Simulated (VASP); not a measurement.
# NaF (P1) in VASP: single point with PBEsol

Aim: the single point of NaF with PBEsol.

Program: VASP 6.6.1. These are calculated values, not measurements. Logs are shortened: lines on timing, memory, paths and dates and some standing lists are left out, and cuts for length are marked.

### Step 1. The cell of the first run

The typed cell holds 2 atoms: a = 3.196 Å, b = 3.108 Å, c = 3.252 Å, α = 60.81°, β = 57.79°, γ = 58.40°.

### Step 2. Single point, PBEsol (atoms moved at random and the cell strained at random)

Contents of INCAR:

```
SYSTEM = NaF
ALGO = Normal
EDIFF = 1E-7
ENCUT = 520
GGA = PS
ISIF = 2
ISMEAR = 0
LASPH = .TRUE.
LCHARG = .FALSE.
LREAL = .FALSE.
LWAVE = .FALSE.
NBANDS = 14
NELM = 100
PREC = Accurate
SIGMA = 0.02
```

Contents of KPOINTS:

```
k-points
0
G
  8 8 8
  0 0 0
```

Contents of POSCAR:

```
NaF
1.0
    0.0594764800      2.2954436330      2.2226314110
    2.1653852990      0.0532500360      2.2288578550
    2.2302983010      2.3665830790     -0.0116629660
Na F
1 1
Direct
    0.0001829295     -0.0166939267     -0.0350643481
    0.4998170705      0.5166939267      0.5350643481
```

Potentials or basis: VASP PAW PBE potentials, release 64 (Na_pv, F).

Launch:

```
$ cat potpaw_PBE.64/Na_pv/POTCAR potpaw_PBE.64/F/POTCAR > POTCAR
$ mpirun -np 1 vasp_std > vasp.out
```

OUTCAR:

```text
SYSTEM = NaF
   EDIFF = 1E-7
   ENCUT = 520
   GGA = PS
   ISIF = 2
   ISMEAR = 0
   LASPH = .TRUE.
   LREAL = .FALSE.
   NELM = 100
   PREC = Accurate

 ion  position               nearest neighbor table
   1  0.000  0.983  0.965-   2 1.94   2 2.15   2 2.18   2 2.32
   2  0.500  0.517  0.535-   1 1.94   1 2.15   1 2.18   1 2.32

  LATTYP: Found a triclinic cell.
 ALAT       =     3.2211266686
 B/A-ratio  =     1.3855994671
 C/A-ratio  =     0.9549729659
 COS(alpha) =     0.0041118476
 COS(beta)  =     0.5110969860
 COS(gamma) =     0.6984675820

  Lattice vectors:

 A1 = (   0.0649130020,   2.3133330430,  -2.2405208210)
 A2 = (   0.0054365220,   0.0178894100,  -4.4631522320)
 A3 = (  -2.1059088190,   2.2421935970,  -0.0062264440)

Analysis of symmetry for initial positions (statically):
=====================================================================
 Subroutine PRICEL returns:
 Original cell was already a primitive cell.

 Routine SETGRP: Setting up the symmetry group for a
 triclinic supercell.

 Subroutine GETGRP returns: Found  1 space group operations
 (whereof  1 operations were pure point group operations)
 out of a pool of  2 trial point group operations.

The static configuration has the point symmetry C_1 .

Analysis of symmetry for dynamics (positions and initial velocities):
=====================================================================
 Subroutine PRICEL returns:
 Original cell was already a primitive cell.

 Routine SETGRP: Setting up the symmetry group for a
 triclinic supercell.

 Subroutine GETGRP returns: Found  1 space group operations
 (whereof  1 operations were pure point group operations)
 out of a pool of  2 trial point group operations.

The dynamic configuration has the point symmetry C_1 .

 Subroutine INISYM returns: Found  1 space group operations
 (whereof  1 operations are pure point group operations),
 and found     1 'primitive' translations

----------------------------------------------------------------------------------------

                                     Primitive cell

  volume of cell :      22.2810

  direct lattice vectors                    reciprocal lattice vectors
     0.059476480  2.295443633  2.222631411    -0.236767206  0.224239660  0.224667292
     2.165385299  0.053250036  2.228857855     0.237279538 -0.222514062  0.223454025
     2.230298301  2.366583079 -0.011662966     0.224311007  0.210057862 -0.222941694

  length of vectors
     3.195729856  3.107979472  3.251935117     0.396001928  0.394646409  0.379661338

  position of ions in fractional coordinates (direct lattice)
     0.000182929  0.983306073  0.964935652
     0.499817071  0.516693927  0.535064348

  ion indices of the primitive-cell ions
   primitive index   ion index
                 1           1
                 2           2

----------------------------------------------------------------------------------------

 KPOINTS: k-points

Automatic generation of k-mesh.
 Grid dimensions read from file:
 generate k-points for:    8    8    8

 Generating k-lattice:

  Cartesian coordinates                     Fractional coordinates (reciprocal lattice)
    -0.029595901  0.028029958  0.028083411     0.125000000  0.000000000  0.000000000
     0.029659942 -0.027814258  0.027931753    -0.000000000  0.125000000 -0.000000000
     0.028038876  0.026257233 -0.027867712     0.000000000  0.000000000  0.125000000

  Length of vectors
     0.049500241  0.049330801  0.047457667

  Shift w.r.t. Gamma in fractional coordinates (k-lattice)
     0.000000000  0.000000000  0.000000000

 Subroutine IBZKPT returns following result:
 ===========================================

 Found    260 irreducible k-points:

 Following reciprocal coordinates:
            Coordinates               Weight
  0.000000  0.000000  0.000000      1.000000
  0.125000  0.000000 -0.000000      2.000000
  0.250000  0.000000 -0.000000      2.000000
  0.375000  0.000000 -0.000000      2.000000
  0.500000  0.000000 -0.000000      1.000000
  0.000000  0.125000  0.000000      2.000000
[... 16 lines left out ...]
  0.125000  0.375000  0.000000      2.000000
  0.250000  0.375000  0.000000      2.000000
 [... further k-points ...]
   k-points           NKPTS =    260   k-points in BZ     NKDIM =    260   number of bands    NBANDS=     14
   number of dos      NEDOS =    301   number of ions     NIONS =      2
   total plane-waves  NPLWV =  13824
   dimension x,y,z NGX =    24 NGY =   24 NGZ =   24
   dimension x,y,z NGXF=    48 NGYF=   48 NGZF=   48
   ions per type =               1   1
   NGX,Y,Z   is equivalent  to a cutoff of  12.49, 12.84, 12.27 a.u.
   NGXF,Y,Z  is equivalent  to a cutoff of  24.97, 25.68, 24.54 a.u.
 SYSTEM =  NaF
   PREC   = accura    normal or accurate (medium, high low for compatibility)
   ISTART =      0    job   : 0-new  1-cont  2-samecut
   ICHARG =      2    charge: 1-file 2-atom 10-const
   ISPIN  =      1    spin polarized calculation?
   LNONCOLLINEAR =      F non collinear calculations
   LSORBIT =      F    spin-orbit coupling
   LASPH  =      T    aspherical Exc in radial PAW
   ENCUT  =  520.0 eV  38.22 Ry    6.18 a.u.   5.94  5.78  6.05*2*pi/ulx,y,z
   NELM   =    100;   NELMIN=  2; NELMDL= -5     # of ELM steps
   EDIFF  = 0.1E-06   stopping-criterion for ELM
   LREAL  =      F    real-space projection
   EDIFFG = 0.1E-05   stopping-criterion for IOM
   NSW    =      0    number of steps for IOM
   IBRION =     -1    ionic relax: 0-MD 1-quasi-New 2-CG
   NFREE  =      0    steps in history (QN), initial steepest desc. (CG)
   ISIF   =      2    stress and relaxation
   ISYM   =      2    0-nonsym 1-usesym 2-fastsym
   POTIM  = 0.5000    time-step for ionic-motion
   TEBEG  =    0.0;   TEEND  =   0.0 temperature during run
   PSTRESS=    0.0 pullay stress
   NELECT =      14.0000    total number of electrons
   NUPDOWN=      -1.0000    fix difference up-down
   EMIN   =  10.00;   EMAX   =-10.00  energy-range for DOS
   EFERMI =   0.00;   METHOD = LEGACY
   ISMEAR =     0;   SIGMA  =   0.02  broadening in eV -4-tet -1-fermi 0-gaus
   EFERMI_NEDOS =   21; number of points for ismear=-14 and -15
   IALGO  =     38    algorithm
   IMIX   =      4    mixing-type and parameters
     AMIX     =   0.40;   BMIX     =  1.00
     AMIX_MAG =   1.60;   BMIX_MAG =  1.00
  volume/ion in A,a.u.               =      11.14        75.18
  Fermi-wavevector in a.u.,A,eV,Ry     =   1.402188  2.649751 26.750842  1.966131
  Thomas-Fermi vector in A             =   2.524975
   LORBIT       =      0    0 simple, 1 ext, 2 COOP (PROOUT), +10 PAW based schemes
   GGA     = PS    functional components
   LHFCALC =     F    Hartree Fock is set to
   AEXX    =    0.0000 exact exchange contribution
   IVDW    =     0    specifies the selected vdW correction
   LEPSILON=     F    determine dielectric tensor
   LRPA    =     F    only Hartree local field effects (RPA)
 non-spin polarized calculation
 Gauss-broadening in eV      SIGMA  =   0.02
  energy-cutoff  :      520.00
  volume of cell :       22.28
 maximum number of plane-waves:       609
   NGX = 11   NGY = 11   NGZ = 13

 number of electron      13.9999997 magnetization

 Free energy of the ion-electron system (eV)
  ---------------------------------------------------
  ext. energy  EPLUGINS =         0.00000000
  ---------------------------------------------------
  free energy    TOTEN  =        -8.48487641 eV

  energy without entropy =       -8.48487641  energy(sigma->0) =       -8.48487641

 E-fermi :  -1.4166     XC(G=0):  -9.8629

 val. band max:       -1.6071212060   @ k =   0.0000   0.0000   0.0000
 cond. band min:       5.0518585792   @ k =   0.0000   0.0000   0.0000
 fundamental gap:      6.6589797852
 Fermi energy:        -1.4166439891

 k-point     1 :       0.0000    0.0000    0.0000
  band No.  band energies     occupation
      1     -21.1091      2.00000
      2     -20.0613      2.00000
      3     -20.0510      2.00000
      4     -19.8929      2.00000
      5      -1.7628      2.00000
      6      -1.7015      2.00000
      7      -1.6071      2.00000
      8       5.0519      0.00000
      9      17.5672      0.00000
     10      18.3298      0.00000
     11      18.7958      0.00000
     12      20.6983      0.00000
     13      22.7616      0.00000
     14      24.2058      0.00000

 k-point     2 :       0.1250    0.0000   -0.0000
  band No.  band energies     occupation
      1     -21.2147      2.00000
      2     -20.0786      2.00000
      3     -20.0579      2.00000
      4     -19.7420      2.00000
      5      -2.0057      2.00000
      6      -1.7975      2.00000
      7      -1.6998      2.00000
      8       5.6557      0.00000
      9      16.4425      0.00000
     10      17.7827      0.00000
     11      18.7024      0.00000
     12      22.2698      0.00000
     13      22.7542      0.00000
     14      23.9932      0.00000

 k-point     3 :       0.2500    0.0000   -0.0000
  band No.  band energies     occupation
      1     -21.4132      2.00000
      2     -20.0902      2.00000
      3     -20.0697      2.00000
      4     -19.4690      2.00000
      5      -2.6924      2.00000
      6      -1.9113      2.00000
      7      -1.8014      2.00000
      8       7.0731      0.00000
      9      14.1777      0.00000
     10      18.1725      0.00000
     11      19.0874      0.00000
     12      21.9483      0.00000
     13      22.9201      0.00000
     14      24.4037      0.00000
[... 324 lines left out ...]
 k-point    23 :       0.1250    0.3750    0.0000
  band No.  band energies     occupation
      1     -21.4496      2.00000
      2     -20.1110      2.00000
      3     -20.0952      2.00000
      4     -19.3675      2.00000
      5      -3.0702      2.00000
      6      -2.0305      2.00000
      7      -1.9599      2.00000
      8       8.4881      0.00000
      9      12.9617      0.00000
     10      17.4802      0.00000
     11      19.4249      0.00000
     12      21.3389      0.00000
     13      23.4635      0.00000
     14      25.7970      0.00000

 k-point    24 :       0.2500    0.3750    0.0000
  band No.  band energies     occupation
      1     -21.2832      2.00000
      2     -20.1585      2.00000
      3     -20.1136      2.00000
      4     -19.5193      2.00000
      5      -2.9762      2.00000
      6      -2.1153      2.00000
      7      -1.9775      2.00000
      8       8.9484      0.00000
      9      12.9608      0.00000
     10      16.2313      0.00000
     11      19.2297      0.00000
     12      19.9390      0.00000
     13      25.6342      0.00000
     14      26.4836      0.00000

 [... further k-points ...]

------------------------ aborting loop because EDIFF is reached ----------------------------------------

  FORCE on cell =-STRESS in cart. coord.  units (eV):
  Direction    XX          YY          ZZ          XY          YZ          ZX
  --------------------------------------------------------------------------------------
  -------------------------------------------------------------------------------------
  Total        3.2884220      0.8611137      0.9089933     -0.4756507     -0.0358868     -0.1530840
  in kB      236.4636684     61.9209171     65.3638378    -34.2030645     -2.5805450    -11.0079567
  external PRESSURE =     121.2494744 kB  Pullay stress =       0.0000000 kB

 VOLUME and BASIS-vectors are now :
 -----------------------------------------------------------------------------
  energy-cutoff  :      520.00
  volume of cell :       22.28
      direct lattice vectors                 reciprocal lattice vectors
     0.059476480  2.295443633  2.222631411    -0.236767206  0.224239660  0.224667292
     2.165385299  0.053250036  2.228857855     0.237279538 -0.222514062  0.223454025
     2.230298301  2.366583079 -0.011662966     0.224311007  0.210057862 -0.222941694

 POSITION                                       TOTAL-FORCE (eV/Angst)
 -----------------------------------------------------------------------------------
      4.28134      2.33638      2.18080         1.599943      0.350342      0.188913
      2.34192      2.44109      2.25631        -1.599943     -0.350342     -0.188913
 -----------------------------------------------------------------------------------
    total drift:                               -0.000110     -0.000147     -0.000231

  FREE ENERGIE OF THE ION-ELECTRON SYSTEM (eV)
  ---------------------------------------------------
  free  energy   TOTEN  =        -8.4848764065 eV

  energy  without entropy=       -8.4848764065  energy(sigma->0) =       -8.48487641
```

Wall time 28 s (1 thread of AMD EPYC 9R45 (Zen 5), shared host); peak memory 0.15 GiB.

Results:

```
Free energy            : -8.4849 eV
Pressure               : 12.1 GPa
Largest force          : 1.649 eV/Å
Band gap on the k mesh : 6.66 eV
```

Forces in eV/Å, atoms in the order of the input:
```
Na   1.600  0.350  0.189
F   -1.600 -0.350 -0.189
```

Stress tensor (GPa, compression positive):
```
23.65 -3.42 -1.10
-3.42  6.19 -0.26
-1.10 -0.26  6.54
```

Levels at points of the mesh, in eV from the valence-band top:
```tsv
k point	band 5	band 6	band 7	band 8	band 9	band 10
(0.00, 0.00, 0.00)	-0.16	-0.09	0.00	6.66	19.17	19.94
(0.50, 0.00, 0.00)	-1.88	-0.46	-0.33	11.17	13.32	19.95
(0.00, 0.50, 0.00)	-1.89	-0.42	-0.36	11.18	13.27	20.33
(0.50, 0.50, 0.00)	-1.53	-0.66	-0.39	13.41	13.85	14.41
(0.00, 0.00, 0.50)	-1.94	-0.34	-0.25	11.22	12.83	20.89
(0.50, 0.00, 0.50)	-1.58	-0.49	-0.43	13.24	13.93	14.29
(0.00, 0.50, 0.50)	-1.38	-0.62	-0.55	13.20	13.70	14.79
(0.50, 0.50, 0.50)	-1.94	-0.41	-0.29	11.28	12.99	20.83
```

Caveat: the cell differs from its parent crystal (atoms moved at random and the cell strained at random); the stress differs along the axes, from 6 to 24 GPa; the PAW data sets were made with another functional, which shifts forces and pressure a little.
